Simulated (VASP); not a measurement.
# AlN (I4/mcm) in VASP: further runs

The runs below take AlN through single point, with PBE.

Program: VASP 6.6.1. These are calculated values, not measurements. Logs are shortened: lines on timing, memory, paths and dates and some standing lists are left out, and cuts for length are marked.

### 1 The cell of the first run

The structure is tetragonal, space group I4/mcm (No. 140). Conventional cell: a = 6.399 Å, b = 6.399 Å, c = 3.750 Å, α = 90.00°, β = 90.00°, γ = 90.00°. Within 2.5 Å of Al (site symmetry m2m) lie 5 N at 1.87 Å. N (site symmetry m2m) has 5 Al at 1.87 Å within 2.5 Å.

### 2 Single point, PBE

INCAR

```
ALGO     = Normal         # electronic algorithm
EDIFF    = 1E-7           # SCF threshold, eV
ENCUT    = 520            # plane-wave cutoff, eV
GGA      = PE             # functional
ISIF     = 2              # what is computed and relaxed
ISMEAR   = 0              # smearing method
LASPH    = True           # aspherical terms in the spheres
LCHARG   = False          # write CHGCAR
LREAL    = False          # projectors in reciprocal space
LWAVE    = False          # write WAVECAR
NBANDS   = 26             # bands
NELM     = 60             # most SCF steps
PREC     = Accurate       # precision mode
SIGMA    = 0.1            # smearing width, eV
```

KPOINTS

```
k-points
0
Gamma
  6 6 6
```

POSCAR

```
AlN
1.0
   -3.1994850100      3.1994850100      1.8747983800
    3.1994850100     -3.1994850100      1.8747983800
    3.1994850100      3.1994850100     -1.8747983800
Al N
4 4
Direct
    0.8535209200      0.3535209200      0.2070418300
    0.1464790800      0.6464790800      0.7929581700
    0.3535209200      0.1464790800      0.5000000000
    0.6464790800      0.8535209200      0.5000000000
    0.8535209200      0.6464790800      0.5000000000
    0.1464790800      0.3535209200      0.5000000000
    0.3535209200      0.8535209200      0.2070418300
    0.6464790800      0.1464790800      0.7929581700
```

Potentials or basis: VASP PAW PBE potentials, release 64 (Al, N).

Command:

```
$ cat potpaw_PBE.64/Al/POTCAR potpaw_PBE.64/N/POTCAR > POTCAR
$ mpirun -np 1 vasp_std > vasp.out
```

OUTCAR:

```text
EDIFF = 1E-7
   ENCUT = 520
   GGA = PE
   ISIF = 2
   ISMEAR = 0
   LASPH = True
   LREAL = False
   NELM = 60
   PREC = Accurate

 ion  position               nearest neighbor table
   1  0.854  0.354  0.207-   8 1.87   6 1.87   5 1.87   7 1.87   7 1.87   2 2.65   2 2.65   2 2.65
                             4 2.65   3 2.65   4 2.65   3 2.65
   2  0.146  0.646  0.793-   7 1.87   6 1.87   5 1.87   8 1.87   8 1.87   1 2.65   1 2.65   1 2.65
                             4 2.65   3 2.65   3 2.65   4 2.65
   3  0.354  0.146  0.500-   6 1.87   7 1.87   8 1.87   5 1.87   5 1.87   4 2.65   4 2.65   4 2.65
                             1 2.65   2 2.65   2 2.65   1 2.65
   4  0.646  0.854  0.500-   5 1.87   7 1.87   8 1.87   6 1.87   6 1.87   3 2.65   3 2.65   3 2.65
                             1 2.65   2 2.65   1 2.65   2 2.65
   5  0.854  0.646  0.500-   4 1.87   2 1.87   1 1.87   3 1.87   3 1.87
   6  0.146  0.354  0.500-   3 1.87   2 1.87   1 1.87   4 1.87   4 1.87
   7  0.354  0.854  0.207-   2 1.87   3 1.87   4 1.87   1 1.87   1 1.87
   8  0.646  0.146  0.793-   1 1.87   3 1.87   4 1.87   2 1.87   2 1.87

  LATTYP: Found a body centered tetragonal cell.
 ALAT       =     6.3989700200
 C/A-ratio  =     0.5859687963

  Lattice vectors:

 A1 = (  -3.1994850100,   3.1994850100,   1.8747983800)
 A2 = (   3.1994850100,  -3.1994850100,   1.8747983800)
 A3 = (   3.1994850100,   3.1994850100,  -1.8747983800)

Analysis of symmetry for initial positions (statically):
=====================================================================
 Subroutine PRICEL returns:
 Original cell was already a primitive cell.

 Routine SETGRP: Setting up the symmetry group for a
 body centered tetragonal supercell.

 Subroutine GETGRP returns: Found 16 space group operations
 (whereof  8 operations were pure point group operations)
 out of a pool of 16 trial point group operations.

The static configuration has the point symmetry C_4h.
 The point group associated with its full space group is D_4h.

Analysis of symmetry for dynamics (positions and initial velocities):
=====================================================================
 Subroutine PRICEL returns:
 Original cell was already a primitive cell.

 Routine SETGRP: Setting up the symmetry group for a
 body centered tetragonal supercell.

 Subroutine GETGRP returns: Found 16 space group operations
 (whereof  8 operations were pure point group operations)
 out of a pool of 16 trial point group operations.

The dynamic configuration has the point symmetry C_4h.
 The point group associated with its full space group is D_4h.

 Subroutine INISYM returns: Found 16 space group operations
 (whereof  8 operations are pure point group operations),
 and found     1 'primitive' translations

----------------------------------------------------------------------------------------

                                     Primitive cell

  volume of cell :      76.7670

  direct lattice vectors                    reciprocal lattice vectors
    -3.199485010  3.199485010  1.874798380     0.000000000  0.156275150  0.266695345
     3.199485010 -3.199485010  1.874798380     0.156275150  0.000000000  0.266695345
     3.199485010  3.199485010 -1.874798380     0.156275150  0.156275150  0.000000000

  length of vectors
     4.897782929  4.897782929  4.897782929     0.309108928  0.309108928  0.221006437

  position of ions in fractional coordinates (direct lattice)
     0.853520920  0.353520920  0.207041830
     0.146479080  0.646479080  0.792958170
     0.353520920  0.146479080  0.500000000
     0.646479080  0.853520920  0.500000000
     0.853520920  0.646479080  0.500000000
     0.146479080  0.353520920  0.500000000
     0.353520920  0.853520920  0.207041830
     0.646479080  0.146479080  0.792958170

  ion indices of the primitive-cell ions
   primitive index   ion index
                 1           1
                 2           2
                 3           3
                 4           4
                 5           5
                 6           6
                 7           7
                 8           8

----------------------------------------------------------------------------------------

 KPOINTS: k-points

Automatic generation of k-mesh.
 Grid dimensions read from file:
 generate k-points for:    6    6    6

 Generating k-lattice:

  Cartesian coordinates                     Fractional coordinates (reciprocal lattice)
     0.000000000  0.026045858  0.044449224     0.166666667  0.000000000 -0.000000000
     0.026045858  0.000000000  0.044449224     0.000000000  0.166666667 -0.000000000
     0.026045858  0.026045858  0.000000000     0.000000000  0.000000000  0.166666667

  Length of vectors
     0.051518155  0.051518155  0.036834406

  Shift w.r.t. Gamma in fractional coordinates (k-lattice)
     0.000000000  0.000000000  0.000000000

 Subroutine IBZKPT returns following result:
 ===========================================

 Found     30 irreducible k-points:

 Following reciprocal coordinates:
            Coordinates               Weight
  0.000000  0.000000  0.000000      1.000000
  0.166667  0.000000 -0.000000      8.000000
  0.333333  0.000000 -0.000000      8.000000
  0.500000  0.000000 -0.000000      4.000000
  0.166667  0.166667  0.000000      8.000000
  0.333333  0.166667  0.000000     16.000000
[... 16 lines left out ...]
 -0.333333 -0.333333  0.166667      8.000000
 -0.166667 -0.333333  0.166667      8.000000
 [... further k-points ...]
   k-points           NKPTS =     30   k-points in BZ     NKDIM =     30   number of bands    NBANDS=     26
   number of dos      NEDOS =    301   number of ions     NIONS =      8
   total plane-waves  NPLWV =  46656
   dimension x,y,z NGX =    36 NGY =   36 NGZ =   36
   dimension x,y,z NGXF=    72 NGYF=   72 NGZF=   72
   ions per type =               4   4
   NGX,Y,Z   is equivalent  to a cutoff of  12.22, 12.22, 12.22 a.u.
   NGXF,Y,Z  is equivalent  to a cutoff of  24.44, 24.44, 24.44 a.u.
 SYSTEM =  unknown system
   PREC   = accura    normal or accurate (medium, high low for compatibility)
   ISTART =      0    job   : 0-new  1-cont  2-samecut
   ICHARG =      2    charge: 1-file 2-atom 10-const
   ISPIN  =      1    spin polarized calculation?
   LNONCOLLINEAR =      F non collinear calculations
   LSORBIT =      F    spin-orbit coupling
   LASPH  =      T    aspherical Exc in radial PAW
   ENCUT  =  520.0 eV  38.22 Ry    6.18 a.u.   9.11  9.11  9.11*2*pi/ulx,y,z
   NELM   =     60;   NELMIN=  2; NELMDL= -5     # of ELM steps
   EDIFF  = 0.1E-06   stopping-criterion for ELM
   LREAL  =      F    real-space projection
   EDIFFG = 0.1E-05   stopping-criterion for IOM
   NSW    =      0    number of steps for IOM
   IBRION =     -1    ionic relax: 0-MD 1-quasi-New 2-CG
   NFREE  =      0    steps in history (QN), initial steepest desc. (CG)
   ISIF   =      2    stress and relaxation
   ISYM   =      2    0-nonsym 1-usesym 2-fastsym
   POTIM  = 0.5000    time-step for ionic-motion
   TEBEG  =    0.0;   TEEND  =   0.0 temperature during run
   PSTRESS=    0.0 pullay stress
   NELECT =      32.0000    total number of electrons
   NUPDOWN=      -1.0000    fix difference up-down
   EMIN   =  10.00;   EMAX   =-10.00  energy-range for DOS
   EFERMI =   0.00;   METHOD = LEGACY
   ISMEAR =     0;   SIGMA  =   0.10  broadening in eV -4-tet -1-fermi 0-gaus
   EFERMI_NEDOS =   21; number of points for ismear=-14 and -15
   IALGO  =     38    algorithm
   IMIX   =      4    mixing-type and parameters
     AMIX     =   0.40;   BMIX     =  1.00
     AMIX_MAG =   1.60;   BMIX_MAG =  1.00
  volume/ion in A,a.u.               =       9.60        64.76
  Fermi-wavevector in a.u.,A,eV,Ry     =   1.222925  2.310994 20.348141  1.495546
  Thomas-Fermi vector in A             =   2.358055
   LORBIT       =      0    0 simple, 1 ext, 2 COOP (PROOUT), +10 PAW based schemes
   GGA     = PE    functional components
   LHFCALC =     F    Hartree Fock is set to
   AEXX    =    0.0000 exact exchange contribution
   IVDW    =     0    specifies the selected vdW correction
   LEPSILON=     F    determine dielectric tensor
   LRPA    =     F    only Hartree local field effects (RPA)
 non-spin polarized calculation
 Gauss-broadening in eV      SIGMA  =   0.10
  energy-cutoff  :      520.00
  volume of cell :       76.77
 maximum number of plane-waves:      2087
   NGX = 19   NGY = 19   NGZ = 19

 number of electron      32.0000010 magnetization

 Free energy of the ion-electron system (eV)
  ---------------------------------------------------
  ext. energy  EPLUGINS =         0.00000000
  ---------------------------------------------------
  free energy    TOTEN  =       -56.07700854 eV

  energy without entropy =      -56.07700854  energy(sigma->0) =      -56.07700854

 E-fermi :   8.2582     XC(G=0): -10.9433

 val. band max:        7.8320737691   @ k =   0.0000   0.0000   0.0000
 cond. band min:      10.3207565564   @ k =   0.0000   0.0000   0.0000
 fundamental gap:      2.4886827873
 Fermi energy:         8.2582429001

 k-point     1 :       0.0000    0.0000    0.0000
  band No.  band energies     occupation
      1      -9.8235      2.00000
      2      -6.2834      2.00000
      3      -5.7543      2.00000
      4      -5.7543      2.00000
      5       0.4913      2.00000
      6       2.2276      2.00000
[... 18 lines left out ...]
     25      19.7147      0.00000
     26      19.9638      0.00000

 k-point     2 :       0.1667    0.0000   -0.0000
  band No.  band energies     occupation
      1      -9.5491      2.00000
      2      -6.4595      2.00000
      3      -5.8635      2.00000
      4      -5.7144      2.00000
      5       0.6960      2.00000
      6       0.7315      2.00000
[... 18 lines left out ...]
     25      18.8795      0.00000
[... 608 lines left out ...]
     25      18.5791      0.00000
     26      19.3092      0.00000

 k-point    24 :      -0.1667   -0.3333    0.1667
  band No.  band energies     occupation
      1      -7.9131      2.00000
      2      -7.2208      2.00000
      3      -6.3864      2.00000
      4      -6.3729      2.00000
      5      -0.1479      2.00000
      6       0.9214      2.00000
[... 18 lines left out ...]
     25      19.8362      0.00000
     26      19.9959      0.00000

 [... further k-points ...]
[... 5 lines left out ...]
  --------------------------------------------------------------------------------------
  -------------------------------------------------------------------------------------
  Total       14.7424299     14.7424299     26.2251989      0.0000000      0.0000000      0.0000000
  in kB      307.6840143    307.6840143    547.3368055      0.0000000      0.0000000      0.0000000
  external PRESSURE =     387.5682781 kB  Pullay stress =       0.0000000 kB

 VOLUME and BASIS-vectors are now :
 -----------------------------------------------------------------------------
  energy-cutoff  :      520.00
  volume of cell :       76.77
      direct lattice vectors                 reciprocal lattice vectors
    -3.199485010  3.199485010  1.874798380     0.000000000  0.156275150  0.266695345
     3.199485010 -3.199485010  1.874798380     0.156275150  0.000000000  0.266695345
     3.199485010  3.199485010 -1.874798380     0.156275150  0.156275150  0.000000000

 POSITION                                       TOTAL-FORCE (eV/Angst)
 -----------------------------------------------------------------------------------
     -0.93732      2.26217      1.87480        -0.723846     -0.723846      0.000000
      4.13680      0.93732     -0.00000         0.723846      0.723846     -0.000000
      0.93732      2.26217      0.00000         0.723846     -0.723846      0.000000
      2.26217      0.93732      1.87480        -0.723846      0.723846      0.000000
      0.93732      2.26217      1.87480         1.260299     -1.260299      0.000000
      2.26217      0.93732      0.00000        -1.260299      1.260299      0.000000
      2.26217     -0.93732      1.87480        -1.260299     -1.260299      0.000000
      0.93732      4.13680     -0.00000         1.260299      1.260299     -0.000000
 -----------------------------------------------------------------------------------
    total drift:                               -0.000018      0.000002      0.000010

  FREE ENERGIE OF THE ION-ELECTRON SYSTEM (eV)
  ---------------------------------------------------
  free  energy   TOTEN  =       -56.0770085437 eV

  energy  without entropy=      -56.0770085437  energy(sigma->0) =      -56.07700854
```

It took 43 s on 1 thread of AMD EPYC 9R45 (Zen 5), shared host; peak memory 0.18 GiB.

What came out:

| Property | Result |
| --- | --- |
| Free energy | -56.0770 eV |
| Pressure | 38.8 GPa |
| Largest force | 1.782 eV/Å |
| Band gap on the k mesh | 2.49 eV, direct |

Forces in eV/Å, atoms in the order of the input:
```
Al  -0.724 -0.724  0.000
Al   0.724  0.724  0.000
Al   0.724 -0.724  0.000
Al  -0.724  0.724  0.000
N    1.260 -1.260  0.000
N   -1.260  1.260  0.000
N   -1.260 -1.260  0.000
N    1.260  1.260  0.000
```

Levels at points of the mesh, in eV from the valence-band top:
| k point | band 12 | band 13 | band 14 | band 15 | band 16 | band 17 | band 18 | band 19 | band 20 | band 21 |
| --- | --- | --- | --- | --- | --- | --- | --- | --- | --- | --- |
| (0.00, 0.00, 0.00) | -3.82 | -0.91 | -0.82 | -0.82 | 0.00 | 2.49 | 6.56 | 6.59 | 6.59 | 9.78 |
| (0.50, 0.00, 0.00) | -3.46 | -1.33 | -1.33 | -0.80 | -0.80 | 4.98 | 4.98 | 7.69 | 7.69 | 8.56 |
| (0.50, 0.50, 0.00) | -3.10 | -2.52 | -1.51 | -0.75 | -0.41 | 4.00 | 5.54 | 8.05 | 8.56 | 8.83 |
| (0.50, 0.50, 0.50) | -2.72 | -2.56 | -2.56 | -2.09 | -0.97 | 5.00 | 5.93 | 6.49 | 6.52 | 8.04 |

Caveat: forces of over 1 eV/Å act on the atoms, so gaps and moduli don't describe the material at rest. A k mesh can miss the band edges.

### 3 Single point, PBE

This run uses another cell than the first one, of 11.12 Å³/atom, 1.158 times its volume.

INCAR

```
PREC     = Accurate       # precision mode
ENCUT    = 520            # plane-wave cutoff, eV
EDIFF    = 1E-7           # SCF threshold, eV
ISMEAR   = 0              # smearing method
SIGMA    = 0.1            # smearing width, eV
LREAL    = F              # projectors in reciprocal space
LASPH    = T              # aspherical terms in the spheres
NELM     = 80             # most SCF steps
ALGO     = Normal         # electronic algorithm
ISIF     = 2              # what is computed and relaxed
LWAVE    = F              # write WAVECAR
LCHARG   = F              # write CHGCAR
GGA      = PE             # functional
NBANDS   = 26             # bands
```

KPOINTS

```
Automatic mesh
0
Gamma
  6 6 6
```

POSCAR

```
AlN
1.0
   -3.2897664819      3.2897664819      2.0542098614
    3.2897664819     -3.2897664819      2.0542098614
    3.2897664819      3.2897664819     -2.0542098614
Al N
4 4
Direct
    0.8528855332      0.3528855332      0.2057710664
    0.1471144668      0.6471144668      0.7942289336
    0.3528855332      0.1471144668      0.5000000000
    0.6471144668      0.8528855332      0.5000000000
    0.8495649139      0.6504350861      0.5000000000
    0.1504350861      0.3495649139      0.5000000000
    0.3495649139      0.8495649139      0.1991298278
    0.6504350861      0.1504350861      0.8008701722
```

Potentials or basis: VASP PAW PBE potentials, release 64 (Al, N).

Command:

```
$ cat potpaw_PBE.64/Al/POTCAR potpaw_PBE.64/N/POTCAR > POTCAR
$ mpirun -np 1 vasp_std > vasp.out
```

Run time: 55 s. Hardware: 1 thread of AMD EPYC 9R45 (Zen 5), shared host; peak memory 0.21 GiB.

The run converged. Its results:

```yaml
Free_energy: -57.6822 eV
Pressure: -0.1 GPa
Largest_force: 0.005 eV/Å
Band_gap_on_the_k_mesh: 2.22 eV, direct
```

Forces on the atoms (eV/Å):
```
Al  -0.002 -0.002  0.000
Al   0.002  0.002  0.000
Al   0.002 -0.002  0.000
Al  -0.002  0.002  0.000
N    0.004 -0.004  0.000
N   -0.004  0.004  0.000
N   -0.004 -0.004  0.000
N    0.004  0.004  0.000
```

Stress tensor (GPa, compression positive):
```
-0.21  0.00  0.00
 0.00 -0.21  0.00
 0.00  0.00  0.10
```

Levels at points of the mesh, in eV from the valence-band top:
```
           k point  band 12  band 13  band 14  band 15  band 16  band 17  band 18  band 19  band 20  band 21
(0.00, 0.00, 0.00)    -3.19    -1.39    -1.25    -1.25     0.00     2.22     5.75     5.75     5.95     7.85
(0.50, 0.00, 0.00)    -3.13    -1.46    -1.46    -0.90    -0.90     4.64     4.64     7.02     7.02     7.78
(0.50, 0.50, 0.00)    -3.59    -2.16    -1.42    -1.07    -0.90     3.86     4.73     6.34     7.18     7.68
(0.50, 0.50, 0.50)    -2.83    -2.57    -2.21    -2.21    -1.09     4.47     5.17     5.87     6.12     6.74
```

### 4 Single point, PBE

This run uses another cell than the first one, of 11.12 Å³/atom, 1.159 times its volume.

INCAR

```
  PREC = Accurate
  ENCUT = 520
  EDIFF = 1E-6
  ISMEAR = 0
  SIGMA = 0.02
  LREAL = False
  LASPH = True
  NELM = 100
  ALGO = Normal
  ISIF = 2
  LWAVE = False
  LCHARG = False
  GGA = PE
  NBANDS = 26
```

KPOINTS

```
Automatic mesh
0
Gamma
  8 8 8
```

POSCAR

```
AlN
1.0
   -3.2895642188      3.2895642188      2.0559285207
    3.2895642188     -3.2895642188      2.0559285207
    3.2895642188      3.2895642188     -2.0559285207
Al N
4 4
Direct
    0.3528620494      0.8528620494      0.2057240988
    0.6471379506      0.1471379506      0.7942759012
    0.8528620494      0.6471379506      0.5000000000
    0.1471379506      0.3528620494      0.5000000000
    0.3495640615      0.1504359385      0.5000000000
    0.6504359385      0.8495640615      0.5000000000
    0.8495640615      0.3495640615      0.1991281230
    0.1504359385      0.6504359385      0.8008718770
```

Command:

```
$ cat potpaw_PBE.64/Al/POTCAR potpaw_PBE.64/N/POTCAR > POTCAR
$ mpirun -np 1 vasp_std > vasp.out
```

Run time: 1.8 min. Hardware: 1 thread of AMD EPYC 9R45 (Zen 5), shared host; peak memory 0.25 GiB.

The run converged. Its results:

| Item | Value |
| --- | --- |
| Free energy | -57.6822 eV |
| Pressure | -0.2 GPa |
| Largest force | 0.006 eV/Å |
| Band gap on the k mesh | 2.21 eV, direct |

Forces on the atoms (eV/Å):
```
Al   0.004  0.004  0.000
Al  -0.004 -0.004  0.000
Al  -0.004  0.004  0.000
Al   0.004 -0.004  0.000
N    0.002 -0.002  0.000
N   -0.002  0.002  0.000
N   -0.002 -0.002  0.000
N    0.002  0.002  0.000
```

Stress tensor (GPa, compression positive):
```
-0.29  0.00  0.00
 0.00 -0.29  0.00
 0.00  0.00 -0.12
```

Levels at points of the mesh, in eV from the valence-band top:
| k point | band 13 | band 14 | band 15 | band 16 | band 17 | band 18 | band 19 | band 20 |
| --- | --- | --- | --- | --- | --- | --- | --- | --- |
| (0.00, 0.00, 0.00) | -1.40 | -1.25 | -1.25 | 0.00 | 2.21 | 5.74 | 5.74 | 5.94 |
| (0.50, 0.00, 0.00) | -1.47 | -1.47 | -0.90 | -0.90 | 4.63 | 4.63 | 7.01 | 7.01 |
| (0.50, 0.50, 0.00) | -2.16 | -1.42 | -1.07 | -0.91 | 3.85 | 4.72 | 6.33 | 7.17 |
| (0.50, 0.50, 0.50) | -2.58 | -2.21 | -2.21 | -1.10 | 4.46 | 5.17 | 5.87 | 6.11 |

A k mesh can miss the band edges. Expect the measured gap to be larger: semilocal functionals such as PBE lack the derivative discontinuity.

### 5 Summary

| cell | k mesh | smearing | gap on the mesh (eV) | pressure (GPa) | largest force (eV/Å) |
| --- | --- | --- | --- | --- | --- |
| a = 4.898 Å, angles 98.4, 98.4, 135.0°, 8 atoms | 6 × 6 × 6 | gaussian 0.1 eV | 2.49 | 38.8 | 1.78 |
| a = 5.086 Å, angles 99.4, 99.4, 132.4°, 8 atoms | 6 × 6 × 6 | gaussian 0.1 eV | 2.22 | -0.1 | 0.01 |
| a = 5.086 Å, angles 99.4, 99.4, 132.3°, 8 atoms | 8 × 8 × 8 | gaussian 0.02 eV | 2.21 | -0.2 | 0.01 |

Alike in all rows: task single point; level PBE; potentials or basis VASP PAW PBE potentials, release 64 (Al, N); no spin polarisation; cutoff (eV) 520.

Caveats: forces of over 1 eV/Å act on the atoms, so gaps and moduli don't describe the material at rest (some runs).

Absolute energies hang on the potentials; compare differences alone.
